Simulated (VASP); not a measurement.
Here is a VASP 6.6.1 calculation.

File INCAR:

```
SYSTEM = BN
PREC = Accurate ; ENCUT = 520
EDIFF = 1E-6 ; ISMEAR = -1
SIGMA = 0.05 ; LREAL = .FALSE.
LASPH = .TRUE. ; NELM = 100
ALGO = Normal ; ISIF = 2
LWAVE = .FALSE. ; LCHARG = .FALSE.
GGA = CA ; NBANDS = 16
```

The input KPOINTS:

```
regular mesh
0
G
  12 12 4
  0 0 0
```

File POSCAR:

```
BN
1.0
    2.5311153490      0.0000000000      0.0000000000
   -1.2655576745      2.1920101922      0.0000000000
    0.0000000000      0.0000000000      6.7230218559
N B
2 2
Direct
    0.6666666667      0.3333333333      0.2500000000
    0.3333333333      0.6666666667      0.7500000000
    0.6666666667      0.3333333333      0.7500000000
    0.3333333333      0.6666666667      0.2500000000
```

Potentials or basis: VASP PAW LDA potentials, release 64 (N, B).

Launch:

```console
$ cat potpaw_LDA.64/N/POTCAR potpaw_LDA.64/B/POTCAR > POTCAR
$ mpirun -np 1 vasp_std > vasp.out
```

(1) Predict the pressure.

(2) Predict the band gap on the k mesh.

## Answers

(1) -11.4 GPa.

(2) 4.04 eV, indirect (least direct gap 4.42 eV).
